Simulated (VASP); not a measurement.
Here is a VASP 6.6.1 calculation.

Contents of POSCAR:

```
BAs
1.0
    0.0000000000      2.3885000000      2.3885000000
    2.3885000000      0.0000000000      2.3885000000
    2.3885000000      2.3885000000      0.0000000000
B As
1 1
Direct
    0.0000000000      0.0000000000      0.0000000000
    0.2500000000      0.2500000000      0.2500000000
```

INCAR.step1

```
PREC     = Accurate       # precision mode
ENCUT    = 500            # plane-wave cutoff, eV
EDIFF    = 1E-8           # SCF threshold, eV
ISMEAR   = 0              # smearing method
SIGMA    = 0.01           # smearing width, eV
LREAL    = F              # projectors in reciprocal space
LASPH    = T              # aspherical terms in the spheres
NELM     = 80             # most SCF steps
ALGO     = Normal         # electronic algorithm
LWAVE    = T              # write WAVECAR
LCHARG   = F              # write CHGCAR
GGA      = PE             # functional
```

The input INCAR.step2:

```
PREC     = Accurate       # precision mode
ENCUT    = 500            # plane-wave cutoff, eV
EDIFF    = 1E-8           # SCF threshold, eV
ISMEAR   = 0              # smearing method
SIGMA    = 0.01           # smearing width, eV
LREAL    = F              # projectors in reciprocal space
LASPH    = T              # aspherical terms in the spheres
NELM     = 1              # most SCF steps
ALGO     = Exact          # electronic algorithm
LWAVE    = T              # write WAVECAR
LCHARG   = F              # write CHGCAR
GGA      = PE             # functional
NBANDS   = 195            # bands
LOPTICS  = T              # frequency-dependent dielectric function
ISTART   = 1
```

The input INCAR.step3:

```
PREC     = Accurate       # precision mode
ENCUT    = 500            # plane-wave cutoff, eV
EDIFF    = 1E-8           # SCF threshold, eV
ISMEAR   = 0              # smearing method
SIGMA    = 0.01           # smearing width, eV
LREAL    = F              # projectors in reciprocal space
LASPH    = T              # aspherical terms in the spheres
ALGO     = EVGW0          # electronic algorithm
LWAVE    = F              # write WAVECAR
LCHARG   = F              # write CHGCAR
GGA      = PE             # functional
NELMGW   = 1            
NBANDS   = 195            # bands
ENCUTGW  = 143.3          # cutoff of the response function
NOMEGA   = 48             # frequency points
PRECFOCK = Fast         
ISTART   = 1            
NBANDSGW = 12
```

File KPOINTS:

```
regular mesh
0
Gamma
  2 2 2
```

Potentials or basis: VASP PAW PBE potentials, release 64 (B_GW, As_GW).

Run with:

```console
$ cat potpaw_PBE.64/B_GW/POTCAR potpaw_PBE.64/As_GW/POTCAR > POTCAR
$ cp INCAR.step1 INCAR
$ mpirun -np 1 vasp_std > vasp.out
$ cp INCAR.step2 INCAR
$ mpirun -np 1 vasp_std > vasp.out
$ cp INCAR.step3 INCAR
$ mpirun -np 1 vasp_std > vasp.out
```

(1) Estimate the quasiparticle gap.

(2) Predict the least direct quasiparticle gap.

(3) Predict the band gap on the k mesh, mean-field level.

Answers

(1) 1.69 eV.

(2) 3.98 eV.

(3) 1.28 eV, indirect (least direct gap 3.14 eV).

Caveat: the k points lie up to 1.14 Å⁻¹ apart; bands, screening cutoff and mesh are small and nothing is extrapolated, so the quasiparticle values aren't converged.
